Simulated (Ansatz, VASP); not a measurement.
# Ru: VASP beside Ansatz

File INCAR:

```
PREC = Accurate
ENCUT = 520
EDIFF = 1E-6
ISMEAR = 0
SIGMA = 0.15
LREAL = F
LASPH = T
NELM = 100
ALGO = Fast
ISIF = 2
LWAVE = F
LCHARG = F
GGA = PE
NBANDS = 21
```

The input KPOINTS:

```
Automatic mesh
0
Gamma
  30 30 16
```

The input POSCAR:

```
Ru
1.0
    2.6349680189      0.0000000000      0.0000000000
   -1.3174840094      2.2819492425      0.0000000000
    0.0000000000      0.0000000000      4.5786471864
Ru
2
Direct
    0.3333333333      0.6666666667      0.2500000000
    0.6666666667      0.3333333333      0.7500000000
```

Input for Ansatz:

```yaml
crystal:
  lattice:
    - [2.6349680189, 0.0, 0.0]
    - [-1.3174840094, 2.2819492425, 0.0]
    - [0.0, 0.0, 4.5786471864]
  atoms:
    - { symbol: Ru, position: [0.3333333333, 0.6666666667, 0.25] }
    - { symbol: Ru, position: [0.6666666667, 0.3333333333, 0.75] }
basis:
  ecutwfc: 420
kpoints:
  mp_grid: { grid: [30, 30, 16] }
hamiltonian:
  xc: pbe
scf:
  occupations: { method: gaussian, width: 0.15 }
output:
  forces: true
  stress: true
  eigenvalues: true
```

Alike in both runs: task single point; functional PBE; k mesh 30 × 30 × 16; occupations gaussian, width 0.15 eV; no spin polarisation.

```csv
,VASP,Ansatz
version,VASP 6.6.1,Ansatz 0.2.0
potentials or method,"VASP PAW PBE potentials, release 64 (Ru_pv), cutoff 520 eV","scalar-relativistic, plane waves, PAW"
valence electrons in the cell,28,32
```

Ansatz gave:

```
gap on the k mesh at the Fermi level (eV)                     : none
pressure (GPa)                                                : 2.4
traceless stress, the component that is largest in VASP (GPa) : -29.00
```

Problem. What did VASP give for the same quantities?

Solution. gap on the k mesh at the Fermi level (eV): none; pressure (GPa): 2.3; traceless stress, the component that is largest in VASP (GPa): -28.98.

A gap of «none» marks a metal or a gap that the smearing closes. VASP's potentials hold 28 valence electrons a cell and Ansatz's 32, so a difference there can come from the potentials and not from the codes.
